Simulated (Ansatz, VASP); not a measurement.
C in VASP and in Ansatz

```
CELL_PARAMETERS angstrom
1.26941 0.73290 7.03868
-1.26941 0.73290 7.03868
0.00000 -1.46579 7.03868
ATOMIC_POSITIONS crystal
C 0.08115 0.08115 0.08115
C 0.91885 0.91885 0.91885
C 0.25216 0.25216 0.25216
C 0.74784 0.74784 0.74784
```

Change from the starting cell: strain +0.030 along x and y, +0.015 along z, atoms carried along.

Alike in both runs: task single point; functional PBE; dispersion D3(BJ); k mesh 18 × 18 × 18; occupations gaussian, width 0.03 eV; no spin polarisation.

```csv
,VASP,Ansatz
version,VASP 6.6.1,Ansatz 0.2.0
potentials or method,"VASP PAW PBE potentials, release 64 (C), cutoff 520 eV","scalar-relativistic, plane waves, PAW"
valence electrons in the cell,16,16
```

Ansatz gave:

- gap on the k mesh at the Fermi level (eV): 0.23
- least direct gap on the mesh (eV): 0.23
- pressure (GPa): -21.3
- traceless stress, the component that is largest in VASP (GPa): 21.14

**Question.** Estimate VASP's values.

**Answer.** gap on the k mesh at the Fermi level (eV): 0.23; least direct gap on the mesh (eV): 0.23; pressure (GPa): -21.0; traceless stress, the component that is largest in VASP (GPa): 20.71.
